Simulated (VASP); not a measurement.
# RbBr (Fm-3m) in VASP: further runs

The runs below take RbBr through single point, with PBE.

Program: VASP 6.6.1. These are calculated values, not measurements. Logs are shortened: lines on timing, memory, paths and dates and some standing lists are left out, and cuts for length are marked.

**1. The cell of the first run**

It takes space group Fm-3m (No. 225, cubic). The conventional cell has a = 6.922 Å, b = 6.922 Å, c = 6.922 Å, α = 90.00°, β = 90.00°, γ = 90.00°. Within 4.5 Å of Rb (site symmetry m-3m) lie 6 Br at 3.46 Å. Within 4.5 Å of Br (site symmetry m-3m) lie 6 Rb at 3.46 Å.

**2. Single point, PBE**

File INCAR:

```
SYSTEM = RbBr
  PREC = Accurate
  ENCUT = 520
  EDIFF = 1E-6
  ISMEAR = 0
  SIGMA = 0.01
  LREAL = .FALSE.
  LASPH = .TRUE.
  NELM = 60
  ALGO = Normal
  ISIF = 2
  LWAVE = .FALSE.
  LCHARG = .FALSE.
  GGA = PE
  NBANDS = 15
```

File KPOINTS:

```
regular mesh
0
G
  4 4 4
  0 0 0
```

File POSCAR:

```
RbBr
1.0
    0.0000000000      3.4608261569      3.4608261569
    3.4608261569      0.0000000000      3.4608261569
    3.4608261569      3.4608261569      0.0000000000
Rb Br
1 1
Direct
    0.0000000000      0.0000000000      0.0000000000
    0.5000000000      0.5000000000      0.5000000000
```

Potentials or basis: VASP PAW PBE potentials, release 64 (Rb_sv, Br).

Command:

```bash
$ cat potpaw_PBE.64/Rb_sv/POTCAR potpaw_PBE.64/Br/POTCAR > POTCAR
$ mpirun -np 1 vasp_std > vasp.out
```

OUTCAR:

```text
SYSTEM = RbBr
   PREC = Accurate
   ENCUT = 520
   EDIFF = 1E-6
   ISMEAR = 0
   LREAL = .FALSE.
   LASPH = .TRUE.
   NELM = 60
   ISIF = 2
   GGA = PE

 ion  position               nearest neighbor table
   1  0.000  0.000  0.000-   2 3.46   2 3.46   2 3.46   2 3.46   2 3.46   2 3.46
   2  0.500  0.500  0.500-   1 3.46   1 3.46   1 3.46   1 3.46   1 3.46   1 3.46

  LATTYP: Found a face centered cubic cell.
 ALAT       =     6.9216523138

  Lattice vectors:

 A1 = (   0.0000000000,   3.4608261569,   3.4608261569)
 A2 = (   3.4608261569,   0.0000000000,   3.4608261569)
 A3 = (   3.4608261569,   3.4608261569,   0.0000000000)

Analysis of symmetry for initial positions (statically):
=====================================================================
 Subroutine PRICEL returns:
 Original cell was already a primitive cell.

 Routine SETGRP: Setting up the symmetry group for a
 face centered cubic supercell.

 Subroutine GETGRP returns: Found 48 space group operations
 (whereof 48 operations were pure point group operations)
 out of a pool of 48 trial point group operations.

The static configuration has the point symmetry O_h .

Analysis of symmetry for dynamics (positions and initial velocities):
=====================================================================
 Subroutine PRICEL returns:
 Original cell was already a primitive cell.

 Routine SETGRP: Setting up the symmetry group for a
 face centered cubic supercell.

 Subroutine GETGRP returns: Found 48 space group operations
 (whereof 48 operations were pure point group operations)
 out of a pool of 48 trial point group operations.

The dynamic configuration has the point symmetry O_h .

 Subroutine INISYM returns: Found 48 space group operations
 (whereof 48 operations are pure point group operations),
 and found     1 'primitive' translations

----------------------------------------------------------------------------------------

                                     Primitive cell

  volume of cell :      82.9028

  direct lattice vectors                    reciprocal lattice vectors
     0.000000000  3.460826157  3.460826157    -0.144474174  0.144474174  0.144474174
     3.460826157  0.000000000  3.460826157     0.144474174 -0.144474174  0.144474174
     3.460826157  3.460826157  0.000000000     0.144474174  0.144474174 -0.144474174

  length of vectors
     4.894347288  4.894347288  4.894347288     0.250236610  0.250236610  0.250236610

  position of ions in fractional coordinates (direct lattice)
     0.000000000  0.000000000  0.000000000
     0.500000000  0.500000000  0.500000000

  ion indices of the primitive-cell ions
   primitive index   ion index
                 1           1
                 2           2

----------------------------------------------------------------------------------------

 KPOINTS: regular mesh

Automatic generation of k-mesh.
 Grid dimensions read from file:
 generate k-points for:    4    4    4

 Generating k-lattice:

  Cartesian coordinates                     Fractional coordinates (reciprocal lattice)
    -0.036118543  0.036118543  0.036118543     0.250000000  0.000000000  0.000000000
     0.036118543 -0.036118543  0.036118543     0.000000000  0.250000000  0.000000000
     0.036118543  0.036118543 -0.036118543     0.000000000  0.000000000  0.250000000

  Length of vectors
     0.062559152  0.062559152  0.062559152

  Shift w.r.t. Gamma in fractional coordinates (k-lattice)
     0.000000000  0.000000000  0.000000000

 Subroutine IBZKPT returns following result:
 ===========================================

 Found      8 irreducible k-points:

 Following reciprocal coordinates:
            Coordinates               Weight
  0.000000  0.000000  0.000000      1.000000
  0.250000  0.000000  0.000000      8.000000
  0.500000  0.000000  0.000000      4.000000
  0.250000  0.250000  0.000000      6.000000
  0.500000  0.250000  0.000000     24.000000
 -0.250000  0.250000  0.000000     12.000000
  0.500000  0.500000  0.000000      3.000000
 -0.250000  0.500000  0.250000      6.000000
   k-points           NKPTS =      8   k-points in BZ     NKDIM =      8   number of bands    NBANDS=     15
   number of dos      NEDOS =    301   number of ions     NIONS =      2
   total plane-waves  NPLWV =  46656
   dimension x,y,z NGX =    36 NGY =   36 NGZ =   36
   dimension x,y,z NGXF=    72 NGYF=   72 NGZF=   72
   ions per type =               1   1
   NGX,Y,Z   is equivalent  to a cutoff of  12.23, 12.23, 12.23 a.u.
   NGXF,Y,Z  is equivalent  to a cutoff of  24.46, 24.46, 24.46 a.u.
 SYSTEM =  RbBr
   PREC   = accura    normal or accurate (medium, high low for compatibility)
   ISTART =      0    job   : 0-new  1-cont  2-samecut
   ICHARG =      2    charge: 1-file 2-atom 10-const
   ISPIN  =      1    spin polarized calculation?
   LNONCOLLINEAR =      F non collinear calculations
   LSORBIT =      F    spin-orbit coupling
   LASPH  =      T    aspherical Exc in radial PAW
   ENCUT  =  520.0 eV  38.22 Ry    6.18 a.u.   9.10  9.10  9.10*2*pi/ulx,y,z
   NELM   =     60;   NELMIN=  2; NELMDL= -5     # of ELM steps
   EDIFF  = 0.1E-05   stopping-criterion for ELM
   LREAL  =      F    real-space projection
   EDIFFG = 0.1E-04   stopping-criterion for IOM
   NSW    =      0    number of steps for IOM
   IBRION =     -1    ionic relax: 0-MD 1-quasi-New 2-CG
   NFREE  =      0    steps in history (QN), initial steepest desc. (CG)
   ISIF   =      2    stress and relaxation
   ISYM   =      2    0-nonsym 1-usesym 2-fastsym
   POTIM  = 0.5000    time-step for ionic-motion
   TEBEG  =    0.0;   TEEND  =   0.0 temperature during run
   PSTRESS=    0.0 pullay stress
   NELECT =      16.0000    total number of electrons
   NUPDOWN=      -1.0000    fix difference up-down
   EMIN   =  10.00;   EMAX   =-10.00  energy-range for DOS
   EFERMI =   0.00;   METHOD = LEGACY
   ISMEAR =     0;   SIGMA  =   0.01  broadening in eV -4-tet -1-fermi 0-gaus
   EFERMI_NEDOS =   21; number of points for ismear=-14 and -15
   IALGO  =     38    algorithm
   IMIX   =      4    mixing-type and parameters
     AMIX     =   0.40;   BMIX     =  1.00
     AMIX_MAG =   1.60;   BMIX_MAG =  1.00
  volume/ion in A,a.u.               =      41.45       279.73
  Fermi-wavevector in a.u.,A,eV,Ry     =   0.946074  1.787820 12.177973  0.895056
  Thomas-Fermi vector in A             =   2.074037
   LORBIT       =      0    0 simple, 1 ext, 2 COOP (PROOUT), +10 PAW based schemes
   GGA     = PE    functional components
   LHFCALC =     F    Hartree Fock is set to
   AEXX    =    0.0000 exact exchange contribution
   IVDW    =     0    specifies the selected vdW correction
   LEPSILON=     F    determine dielectric tensor
   LRPA    =     F    only Hartree local field effects (RPA)
 non-spin polarized calculation
 Gauss-broadening in eV      SIGMA  =   0.01
  energy-cutoff  :      520.00
  volume of cell :       82.90
 maximum number of plane-waves:      2252
   NGX = 19   NGY = 19   NGZ = 19

 number of electron      15.9999997 magnetization

 Free energy of the ion-electron system (eV)
  ---------------------------------------------------
  ext. energy  EPLUGINS =         0.00000000
  ---------------------------------------------------
  free energy    TOTEN  =        -6.10908564 eV

  energy without entropy =       -6.10908564  energy(sigma->0) =       -6.10908564

 E-fermi :  -1.7623     XC(G=0):  -7.1175

 val. band max:       -1.8609292025   @ k =   0.0000   0.0000   0.0000
 cond. band min:       2.4272022166   @ k =   0.0000   0.0000   0.0000
 fundamental gap:      4.2881314192
 Fermi energy:        -1.7623056131

 k-point     1 :       0.0000    0.0000    0.0000
  band No.  band energies     occupation
      1     -26.3385      2.00000
      2     -14.0131      2.00000
      3     -10.4128      2.00000
      4     -10.4128      2.00000
      5     -10.4128      2.00000
      6      -1.8609      2.00000
      7      -1.8609      2.00000
      8      -1.8609      2.00000
      9       2.4272      0.00000
     10       5.4088      0.00000
     11       5.4088      0.00000
     12       5.4088      0.00000
     13       6.2767      0.00000
     14       6.2767      0.00000
     15       9.0612      0.00000

 k-point     2 :       0.2500    0.0000    0.0000
  band No.  band energies     occupation
      1     -26.3345      2.00000
      2     -14.0312      2.00000
      3     -10.4165      2.00000
      4     -10.4165      2.00000
      5     -10.3928      2.00000
      6      -2.3932      2.00000
      7      -2.0327      2.00000
      8      -2.0327      2.00000
      9       3.6632      0.00000
     10       5.2615      0.00000
     11       6.1103      0.00000
     12       6.1103      0.00000
     13       7.1069      0.00000
     14       7.1069      0.00000
     15      10.3652      0.00000

 k-point     3 :       0.5000    0.0000    0.0000
  band No.  band energies     occupation
      1     -26.3304      2.00000
      2     -14.0490      2.00000
      3     -10.4201      2.00000
      4     -10.4201      2.00000
      5     -10.3730      2.00000
      6      -2.8009      2.00000
      7      -2.1911      2.00000
      8      -2.1911      2.00000
      9       4.8762      0.00000
     10       5.7516      0.00000
     11       7.5370      0.00000
     12       7.5370      0.00000
     13       8.2077      0.00000
     14       8.2077      0.00000
     15       8.8288      0.00000
[... 55 lines left out ...]
 k-point     7 :       0.5000    0.5000    0.0000
  band No.  band energies     occupation
      1     -26.3282      2.00000
      2     -13.9631      2.00000
      3     -10.5748      2.00000
      4     -10.4769      2.00000
      5     -10.4769      2.00000
      6      -2.3269      2.00000
      7      -2.0183      2.00000
      8      -2.0183      2.00000
      9       3.7768      0.00000
     10       5.1567      0.00000
     11       7.1916      0.00000
     12       7.2845      0.00000
     13       7.4572      0.00000
     14       8.8535      0.00000
     15       8.8535      0.00000

 k-point     8 :      -0.2500    0.5000    0.2500
  band No.  band energies     occupation
      1     -26.3281      2.00000
      2     -13.9876      2.00000
      3     -10.5258      2.00000
      4     -10.5258      2.00000
      5     -10.3976      2.00000
      6      -2.3253      2.00000
      7      -2.2019      2.00000
      8      -2.2019      2.00000
      9       5.1899      0.00000
     10       5.1899      0.00000
     11       6.2796      0.00000
     12       6.6337      0.00000
     13       8.8930      0.00000
     14       8.9145      0.00000
     15       8.9924      0.00000

------------------------ aborting loop because EDIFF is reached ----------------------------------------

  FORCE on cell =-STRESS in cart. coord.  units (eV):
  Direction    XX          YY          ZZ          XY          YZ          ZX
  --------------------------------------------------------------------------------------
  -------------------------------------------------------------------------------------
  Total        0.2930118      0.2930118      0.2930118     -0.0000000      0.0000000     -0.0000000
  in kB        5.6627364      5.6627364      5.6627364     -0.0000000      0.0000000     -0.0000000
  external PRESSURE =       5.6627364 kB  Pullay stress =       0.0000000 kB

 VOLUME and BASIS-vectors are now :
 -----------------------------------------------------------------------------
  energy-cutoff  :      520.00
  volume of cell :       82.90
      direct lattice vectors                 reciprocal lattice vectors
     0.000000000  3.460826157  3.460826157    -0.144474174  0.144474174  0.144474174
     3.460826157  0.000000000  3.460826157     0.144474174 -0.144474174  0.144474174
     3.460826157  3.460826157  0.000000000     0.144474174  0.144474174 -0.144474174

 POSITION                                       TOTAL-FORCE (eV/Angst)
 -----------------------------------------------------------------------------------
      0.00000      0.00000      0.00000         0.000000     -0.000000     -0.000000
      3.46083      3.46083      3.46083        -0.000000      0.000000      0.000000
 -----------------------------------------------------------------------------------
    total drift:                                0.000000      0.000000      0.000000

  FREE ENERGIE OF THE ION-ELECTRON SYSTEM (eV)
  ---------------------------------------------------
  free  energy   TOTEN  =        -6.1090856412 eV

  energy  without entropy=       -6.1090856412  energy(sigma->0) =       -6.10908564
```

It took 23 s on 1 thread of Intel Xeon 8259CL, shared host; peak memory 0.2 GiB.

What came out:

- Free energy: -6.1091 eV
- Pressure: 0.6 GPa
- Band gap on the k mesh: 4.29 eV

Levels at points of the mesh, in eV from the valence-band top:
| k point | band 5 | band 6 | band 7 | band 8 | band 9 | band 10 | band 11 | band 12 |
| --- | --- | --- | --- | --- | --- | --- | --- | --- |
| (0.00, 0.00, 0.00) | -8.55 | 0.00 | 0.00 | 0.00 | 4.29 | 7.27 | 7.27 | 7.27 |
| (0.50, 0.00, 0.00) | -8.51 | -0.94 | -0.33 | -0.33 | 6.74 | 7.61 | 9.40 | 9.40 |
| (0.50, 0.50, 0.00) | -8.62 | -0.47 | -0.16 | -0.16 | 5.64 | 7.02 | 9.05 | 9.15 |

**3. Single point, PBE**

File INCAR:

```
PREC = Accurate ; ENCUT = 520
EDIFF = 1E-7 ; ISMEAR = 0
SIGMA = 0.01 ; LREAL = False
LASPH = True ; NELM = 60
ALGO = Normal ; ISIF = 2
LWAVE = False ; LCHARG = False
GGA = PE ; NBANDS = 15
```

File KPOINTS:

```
regular mesh
0
Gamma
  4 4 4
```

POSCAR is that of step 2.

Potentials or basis: VASP PAW PBE potentials, release 64 (Rb_sv, Br).

Command:

```bash
$ cat potpaw_PBE.64/Rb_sv/POTCAR potpaw_PBE.64/Br/POTCAR > POTCAR
$ mpirun -np 1 vasp_std > vasp.out
```

Wall time 25 s (1 thread of Intel Xeon 8259CL, shared host); peak memory 0.2 GiB.

Results (log left out):

* Free energy: -6.1091 eV
* Pressure: 0.6 GPa
* Band gap on the k mesh: 4.29 eV

Levels at points of the mesh, in eV from the valence-band top:
```tsv
k point	band 5	band 6	band 7	band 8	band 9	band 10	band 11	band 12
(0.00, 0.00, 0.00)	-8.55	0.00	0.00	0.00	4.29	7.27	7.27	7.27
(0.50, 0.00, 0.00)	-8.51	-0.94	-0.33	-0.33	6.74	7.61	9.40	9.40
(0.50, 0.50, 0.00)	-8.62	-0.47	-0.16	-0.16	5.64	7.02	9.05	9.15
```
